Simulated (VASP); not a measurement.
MgO: single point with LDA

The system is MgO.

```
CELL_PARAMETERS angstrom
3.30085 0.00000 0.00000
-1.65043 2.85862 0.00000
0.00000 0.00000 5.02821
ATOMIC_POSITIONS crystal
Mg 0.33333 0.66667 0.49129
Mg 0.66667 0.33333 0.99129
O 0.66667 0.33333 0.38772
O 0.33333 0.66667 0.88772
```

| Quantity | Value |
| --- | --- |
| Program | VASP 6.6.1 |
| Task | single point |
| Functional | LDA |
| Potentials or basis | VASP PAW LDA potentials, release 64 (Mg, O) |
| Cutoff | 520 eV |
| k mesh | 9 × 9 × 6 |
| Occupations | gaussian, width 0.02 eV |
| Spin | no spin polarisation |

```json
{"Pressure": "-5.7 GPa", "Largest force": "0.036 eV/Å", "Band gap on the k mesh": "3.38 eV, direct"}
```

Forces on the atoms (eV/Å):
```
Mg   0.000  0.000  0.036
Mg   0.000  0.000  0.036
O    0.000  0.000 -0.036
O    0.000  0.000 -0.036
```

Stress tensor (GPa, compression positive):
```
-5.86  0.00  0.00
 0.00 -5.86  0.00
 0.00  0.00 -5.28
```

Levels at points of the mesh, in eV from the valence-band top:
| k point | band 4 | band 5 | band 6 | band 7 | band 8 | band 9 | band 10 | band 11 | band 12 | band 13 |
| --- | --- | --- | --- | --- | --- | --- | --- | --- | --- | --- |
| (0.00, 0.00, 0.00) | -0.72 | -0.72 | -0.39 | -0.39 | 0.00 | 3.38 | 8.31 | 10.09 | 13.91 | 13.91 |
| (0.00, 0.00, 0.50) | -2.04 | -0.56 | -0.56 | -0.56 | -0.56 | 5.85 | 5.85 | 12.89 | 12.89 | 14.39 |

Run time: 15 s on 1 thread of Intel(R) Xeon(R) Platinum 8559C (Emerald Rapids) (shared host), peak memory 0.17 GiB.

A k mesh can miss the band edges. LDA gaps usually lie below the measured ones, often by a third to a half.
